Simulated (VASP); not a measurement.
Write the native input for VASP 6.6.1 that does the following.

- Task: density of states
- Functional: LDA
- Potentials or basis: VASP PAW LDA potentials, release 64 (K_sv, F)
- Cutoff: 520 eV
- k mesh: 9 × 9 × 9
- Occupations: fermi-dirac, width 0.02 eV
- Spin: no spin polarisation
- Dipole correction: no
- k mesh for the DOS: 14 × 14 × 14
- Occupations for the DOS: tetrahedron
- Further INCAR settings: ALGO = Normal; EDIFF = 1e-06; NBANDS = 15

Crystal: KF.

```
CELL_PARAMETERS angstrom
3.25895 0.00000 0.00000
0.00000 3.25895 0.00000
0.00000 0.00000 3.25895
ATOMIC_POSITIONS crystal
K 0.00000 0.00000 0.00000
F 0.50000 0.50000 0.50000
```

These files were run (other wordings do the same):

POSCAR

```
KF
1.0
    3.2589550000      0.0000000000      0.0000000000
    0.0000000000      3.2589550000      0.0000000000
    0.0000000000      0.0000000000      3.2589550000
K F
1 1
Direct
    0.0000000000      0.0000000000      0.0000000000
    0.5000000000      0.5000000000      0.5000000000
```

INCAR.step1

```
SYSTEM = KF
PREC = Accurate ; ENCUT = 520
EDIFF = 1E-6 ; ISMEAR = -1
SIGMA = 0.02 ; LREAL = .False.
LASPH = .True. ; NELM = 80
ALGO = Normal ; ISIF = 2
LWAVE = .False. ; LCHARG = .True.
NBANDS = 15
```

KPOINTS.step1

```
regular mesh
0
Gamma
  9 9 9
  0 0 0
```

INCAR.step2

```
SYSTEM = KF
PREC = Accurate ; ENCUT = 520
EDIFF = 1E-6 ; ISMEAR = -5
SIGMA = 0.02 ; LREAL = .False.
LASPH = .True. ; NELM = 80
ALGO = Normal ; ISIF = 2
LWAVE = .False. ; LCHARG = .False.
LORBIT = 11 ; NBANDS = 15
NEDOS = 1001 ; ICHARG = 11
```

KPOINTS.step2

```
regular mesh
0
Gamma
  14 14 14
  0 0 0
```

Potentials or basis: VASP PAW LDA potentials, release 64 (K_sv, F).

Command:

```bash
$ cat potpaw_LDA.64/K_sv/POTCAR potpaw_LDA.64/F/POTCAR > POTCAR
$ cp INCAR.step1 INCAR
$ cp KPOINTS.step1 KPOINTS
$ mpirun -np 1 vasp_std > vasp.out
$ cp INCAR.step2 INCAR
$ cp KPOINTS.step2 KPOINTS
$ mpirun -np 1 vasp_std > vasp.out
```

It gave:

```json
{"Valence electrons inside the program's atomic spheres": "K 7.55; F 6.03"}
```

Wall time 15 s on 1 thread of Intel(R) Xeon(R) Platinum 8488C (Sapphire Rapids) (shared host), peak memory 0.16 GiB.
